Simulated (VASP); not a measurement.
# Si2Mo (I4/mmm) in VASP: single point with PBE

Aim: the single point of Si2Mo with PBE.

All numbers are computed with VASP 6.6.1; they aren't measurements. Logs are shortened: lines on timing, memory, paths and dates and some standing lists are left out, and cuts for length are marked.

**1. The cell of the first run**

Symmetry: I4/mmm, No. 139, tetragonal system. The conventional cell has a = 3.217 Å, b = 3.217 Å, c = 7.873 Å, α = 90.00°, β = 90.00°, γ = 90.00°. Si (site symmetry 4mm) has 9 Si at 2.60 to 3.22 Å and 5 Mo at 2.62 to 2.64 Å within 3.4 Å. Within 3.5 Å of Mo (site symmetry 4/mmm) lie 10 Si at 2.62 to 2.64 Å and 4 Mo at 3.22 Å.

**2. Single point, PBE**

INCAR reads:

```
PREC     = Accurate       # precision mode
ENCUT    = 520            # plane-wave cutoff, eV
EDIFF    = 1E-7           # SCF threshold, eV
ISMEAR   = 1              # smearing method
SIGMA    = 0.1            # smearing width, eV
LREAL    = Auto         
LASPH    = True           # aspherical terms in the spheres
NELM     = 60             # most SCF steps
ALGO     = Normal         # electronic algorithm
ISIF     = 2              # what is computed and relaxed
LWAVE    = False          # write WAVECAR
LCHARG   = False          # write CHGCAR
GGA      = PE             # functional
NBANDS   = 156            # bands
```

KPOINTS reads:

```
Automatic mesh
0
Gamma
  3 3 2
```

POSCAR reads:

```
Si2Mo
1.0
   -3.2169367639      3.2169367639      7.8733419758
    3.2169367639     -3.2169367639      7.8733419758
    4.8254051458      4.8254051458    -11.8100129636
Si Mo
24 12
Direct
    0.3324631408      0.3324631408      0.0000000000
    0.1675368592      0.1675368592      0.0000000000
    0.3324631408      0.3324631408      0.3333333333
    0.1675368592      0.1675368592      0.3333333333
    0.3324631408      0.3324631408      0.6666666667
    0.1675368592      0.1675368592      0.6666666667
    0.3324631408      0.8324631408      0.0000000000
    0.1675368592      0.6675368592      0.0000000000
    0.3324631408      0.8324631408      0.3333333333
    0.1675368592      0.6675368592      0.3333333333
    0.3324631408      0.8324631408      0.6666666667
    0.1675368592      0.6675368592      0.6666666667
    0.8324631408      0.3324631408      0.0000000000
    0.6675368592      0.1675368592      0.0000000000
    0.8324631408      0.3324631408      0.3333333333
    0.6675368592      0.1675368592      0.3333333333
    0.8324631408      0.3324631408      0.6666666667
    0.6675368592      0.1675368592      0.6666666667
    0.8324631408      0.8324631408      0.0000000000
    0.6675368592      0.6675368592      0.0000000000
    0.8324631408      0.8324631408      0.3333333333
    0.6675368592      0.6675368592      0.3333333333
    0.8324631408      0.8324631408      0.6666666667
    0.6675368592      0.6675368592      0.6666666667
    0.0000000000      0.0000000000      0.0000000000
    0.0000000000      0.0000000000      0.3333333333
    0.0000000000      0.0000000000      0.6666666667
    0.0000000000      0.5000000000      0.0000000000
    0.0000000000      0.5000000000      0.3333333333
    0.0000000000      0.5000000000      0.6666666667
    0.5000000000      0.0000000000      0.0000000000
    0.5000000000      0.0000000000      0.3333333333
    0.5000000000      0.0000000000      0.6666666667
    0.5000000000      0.5000000000      0.0000000000
    0.5000000000      0.5000000000      0.3333333333
    0.5000000000      0.5000000000      0.6666666667
```

Potentials or basis: VASP PAW PBE potentials, release 64 (Si, Mo_sv).

Run with:

```bash
$ cat potpaw_PBE.64/Si/POTCAR potpaw_PBE.64/Mo_sv/POTCAR > POTCAR
$ mpirun -np 1 vasp_std > vasp.out
```

OUTCAR:

```text
PREC = Accurate
   ENCUT = 520
   EDIFF = 1E-7
   ISMEAR = 1
   LREAL = Auto
   LASPH = True
   NELM = 60
   ISIF = 2
   GGA = PE

 ion  position               nearest neighbor table
   1  0.332  0.332  0.000-   2 2.60  35 2.62  27 2.62  31 2.62  28 2.62  34 2.64   6 2.64  14 2.64
                             8 2.64  22 2.64
   2  0.168  0.168  0.000-   1 2.60  27 2.62  35 2.62  31 2.62  28 2.62  25 2.64   3 2.64  13 2.64
                             7 2.64  23 2.64
   3  0.332  0.332  0.333-   4 2.60  25 2.62  29 2.62  32 2.62  36 2.62  35 2.64   2 2.64  24 2.64
                            10 2.64  16 2.64
   4  0.168  0.168  0.333-   3 2.60  25 2.62  29 2.62  32 2.62  36 2.62  26 2.64  15 2.64   9 2.64
                            19 2.64   5 2.64
   5  0.332  0.332  0.667-   6 2.60  34 2.62  33 2.62  30 2.62  26 2.62  36 2.64  18 2.64  12 2.64
                            20 2.64   4 2.64
   6  0.168  0.168  0.667-   5 2.60  34 2.62  33 2.62  30 2.62  26 2.62  27 2.64   1 2.64  21 2.64
                            11 2.64  17 2.64
   7  0.332  0.832  0.000-   8 2.60  32 2.62  30 2.62  25 2.62  34 2.62  31 2.64  12 2.64  20 2.64
                             2 2.64  16 2.64
   8  0.168  0.668  0.000-   7 2.60  30 2.62  32 2.62  25 2.62  34 2.62  28 2.64   9 2.64  19 2.64
                             1 2.64  17 2.64
   9  0.332  0.832  0.333-  10 2.60  28 2.62  26 2.62  35 2.62  33 2.62  32 2.64   8 2.64  18 2.64
[... 41 lines left out ...]
  30  0.000  0.500  0.667-   8 2.62   7 2.62   5 2.62   6 2.62  23 2.62  24 2.62  16 2.62  15 2.62
                            12 2.64  17 2.64  25 3.22  34 3.22  26 3.22  35 3.22
  31  0.500  0.000  0.000-  11 2.62  16 2.62  15 2.62  12 2.62   1 2.62   2 2.62  19 2.62  20 2.62
                             7 2.64  14 2.64  26 3.22  35 3.22  36 3.22  27 3.22
  32  0.500  0.000  0.333-   7 2.62   8 2.62   3 2.62   4 2.62  21 2.62  22 2.62  17 2.62  18 2.62
                             9 2.64  16 2.64  34 3.22  25 3.22  27 3.22  36 3.22
  33  0.500  0.000  0.667-  14 2.62  13 2.62   5 2.62   6 2.62  23 2.62  24 2.62  10 2.62   9 2.62
                            11 2.64  18 2.64  25 3.22  34 3.22  35 3.22  26 3.22
  34  0.500  0.500  0.000-   5 2.62  22 2.62  21 2.62   6 2.62  13 2.62  14 2.62   7 2.62   8 2.62
                             1 2.64  20 2.64  29 3.22  32 3.22  33 3.22  30 3.22
  35  0.500  0.500  0.333-   1 2.62   2 2.62   9 2.62  10 2.62  15 2.62  16 2.62  23 2.62  24 2.62
                             3 2.64  22 2.64  31 3.22  28 3.22  30 3.22  33 3.22
  36  0.500  0.500  0.667-  20 2.62  19 2.62  17 2.62  18 2.62  11 2.62  12 2.62   4 2.62   3 2.62
                             5 2.64  24 2.64  28 3.22  31 3.22  32 3.22  29 3.22

  Warning from LATTYP: Got some problem with cell dimensions!
  Tried to take original basis but could not verify dimensions!
  LATTYP: Found a base centered monoclinic cell.
 ALAT       =    15.7466839516
 B/A-ratio  =     0.5778277655
 C/A-ratio  =     0.5003101750
 COS(beta)  =    -0.4996900173

  Lattice vectors:

 A1 = (   3.2169367639,  -3.2169367639,  -7.8733419758)
 A2 = (  -3.2169367639,   3.2169367639,  -7.8733419758)
[... 169 lines left out ...]
   ISMEAR =     1;   SIGMA  =   0.10  broadening in eV -4-tet -1-fermi 0-gaus
   EFERMI_NEDOS =   21; number of points for ismear=-14 and -15
   IALGO  =     38    algorithm
   IMIX   =      4    mixing-type and parameters
     AMIX     =   0.40;   BMIX     =  1.00
     AMIX_MAG =   1.60;   BMIX_MAG =  1.00
  volume/ion in A,a.u.               =      13.58        91.64
  Fermi-wavevector in a.u.,A,eV,Ry     =   1.333146  2.519280 24.181334  1.777278
  Thomas-Fermi vector in A             =   2.462027
   LORBIT       =      0    0 simple, 1 ext, 2 COOP (PROOUT), +10 PAW based schemes
   GGA     = PE    functional components
   LHFCALC =     F    Hartree Fock is set to
   AEXX    =    0.0000 exact exchange contribution
   IVDW    =     0    specifies the selected vdW correction
   LEPSILON=     F    determine dielectric tensor
   LRPA    =     F    only Hartree local field effects (RPA)
 non-spin polarized calculation
 Methfessel and Paxton  Order N= 1 SIGMA  =   0.10
  energy-cutoff  :      520.00
  volume of cell :      488.87
 maximum number of plane-waves:     13203
 NGX is ok and might be reduce to    70
   NGX = 33   NGY = 33   NGZ = 51

 number of electron     264.0000013 magnetization

 Free energy of the ion-electron system (eV)
  ---------------------------------------------------
  ext. energy  EPLUGINS =         0.00000000
  ---------------------------------------------------
  free energy    TOTEN  =      -279.22626888 eV

  energy without entropy =     -279.22852641  energy(sigma->0) =     -279.22702139

 E-fermi :  12.0427     XC(G=0): -12.3690

 val. band max:       11.9556338311   @ k =   0.0000   0.0000   0.0000
 cond. band min:      12.2686944943   @ k =   0.3333  -0.0000   0.5000
 fundamental gap:      0.3130606632
 Fermi energy:        12.0427264589

 k-point     1 :       0.0000    0.0000    0.0000
  band No.  band energies     occupation
      1     -48.6709      2.00000
      2     -48.6620      2.00000
      3     -48.6620      2.00000
      4     -48.6538      2.00000
      5     -48.6538      2.00000
      6     -48.6538      2.00000
[... 1165 lines left out ...]
    143      13.7352     -0.00000
    144      13.7352     -0.00000
 [bands above 144 left out]

------------------------ aborting loop because EDIFF is reached ----------------------------------------

  FORCE on cell =-STRESS in cart. coord.  units (eV):
  Direction    XX          YY          ZZ          XY          YZ          ZX
  --------------------------------------------------------------------------------------
  -------------------------------------------------------------------------------------
  Total       -0.0255149     -0.0255149      0.3353223      0.0037973     -0.0003001     -0.0003001
  in kB       -0.0836197     -0.0836197      1.0989491      0.0124449     -0.0009835     -0.0009834
  external PRESSURE =       0.3105699 kB  Pullay stress =       0.0000000 kB

 VOLUME and BASIS-vectors are now :
 -----------------------------------------------------------------------------
  energy-cutoff  :      520.00
  volume of cell :      488.87
      direct lattice vectors                 reciprocal lattice vectors
    -3.216936764  3.216936764  7.873341976     0.000000000  0.155427364  0.063505434
     3.216936764 -3.216936764  7.873341976     0.155427364  0.000000000  0.063505434
     4.825405146  4.825405146-11.810012964     0.103618242  0.103618242  0.000000000

 POSITION                                       TOTAL-FORCE (eV/Angst)
 -----------------------------------------------------------------------------------
      0.00000      0.00000      5.23519        -0.000392     -0.000392      0.040132
      0.00000      0.00000      2.63815         0.000392      0.000392     -0.040132
      1.60847      1.60847      1.29852        -0.000392     -0.000392      0.040132
      1.60847      1.60847     -1.29852         0.000392      0.000392     -0.040132
      3.21694      3.21694     -2.63815        -0.000392     -0.000392      0.040132
      3.21694      3.21694     -5.23519         0.000392      0.000392     -0.040132
[... 28 lines left out ...]
      1.60847      1.60847      3.93667         0.000000     -0.000000     -0.000000
      3.21694      3.21694     -0.00000         0.000000     -0.000000     -0.000000
 -----------------------------------------------------------------------------------
    total drift:                               -0.000000     -0.000000      0.000000

  FREE ENERGIE OF THE ION-ELECTRON SYSTEM (eV)
  ---------------------------------------------------
  free  energy   TOTEN  =      -279.2262688811 eV

  energy  without entropy=     -279.2285264144  energy(sigma->0) =     -279.22702139
```

stdout:

```text
POSCAR found type information on POSCAR SiMo
 POSCAR found :  2 types and      36 ions
 scaLAPACK will be used
 LDA part: xc-table for (Slater+PW92), standard interpolation
 -----------------------------------------------------------------------------
|                                                                             |
|           W    W    AA    RRRRR   N    N  II  N    N   GGGG   !!!           |
|           W    W   A  A   R    R  NN   N  II  NN   N  G    G  !!!           |
|           W    W  A    A  R    R  N N  N  II  N N  N  G       !!!           |
|           W WW W  AAAAAA  RRRRR   N  N N  II  N  N N  G  GGG   !            |
|           WW  WW  A    A  R   R   N   NN  II  N   NN  G    G                |
|           W    W  A    A  R    R  N    N  II  N    N   GGGG   !!!           |
|                                                                             |
|     Your reciprocal lattice and k-lattice belong to different lattice       |
|     classes:                                                                |
|                                                                             |
|        The reciprocal lattice is base-centered monoclinic,                  |
|        whereas your k-lattice is body-centered tetragonal.                  |
|                                                                             |
|     Results are often still useful ...                                      |
|                                                                             |
 -----------------------------------------------------------------------------

 POSCAR, INCAR and KPOINTS ok, starting setup
 FFT: planning ... GRIDC
 FFT: planning ... GRID_SOFT
 FFT: planning ... GRID
 WAVECAR not read
 entering main loop
```

Run time: 88 min. Hardware: 1 thread of Oxide Virtual Turin-like, shared host; peak memory 1.1 GiB.

What came out:

```
Free energy            : -279.2263 eV
Pressure               : 0.0 GPa
Largest force          : 0.040 eV/Å
Band gap on the k mesh : zero (bands 132 and 133 overlap by 0.94 eV)
```

Forces on the atoms (eV/Å):
```
Si   0.000  0.000  0.040
Si   0.000  0.000 -0.040
Si   0.000  0.000  0.040
Si   0.000  0.000 -0.040
Si   0.000  0.000  0.040
Si   0.000  0.000 -0.040
Si   0.000  0.000  0.040
Si   0.000  0.000 -0.040
Si   0.000  0.000  0.040
Si   0.000  0.000 -0.040
Si   0.000  0.000  0.040
Si   0.000  0.000 -0.040
Si   0.000  0.000  0.040
Si   0.000  0.000 -0.040
Si   0.000  0.000  0.040
Si   0.000  0.000 -0.040
Si   0.000  0.000  0.040
Si   0.000  0.000 -0.040
Si   0.000  0.000  0.040
Si   0.000  0.000 -0.040
Si   0.000  0.000  0.040
Si   0.000  0.000 -0.040
Si   0.000  0.000  0.040
Si   0.000  0.000 -0.040
Mo   0.000  0.000  0.000
Mo   0.000  0.000  0.000
Mo   0.000  0.000  0.000
Mo   0.000  0.000  0.000
Mo   0.000  0.000  0.000
Mo   0.000  0.000  0.000
Mo   0.000  0.000  0.000
Mo   0.000  0.000  0.000
Mo   0.000  0.000  0.000
Mo   0.000  0.000  0.000
Mo   0.000  0.000  0.000
Mo   0.000  0.000  0.000
```

Stress tensor (GPa, compression positive):
```
-0.01  0.00  0.00
 0.00 -0.01  0.00
 0.00  0.00  0.11
```

The gap in the log of VASP goes by the Fermi energy; the results here count the filled bands.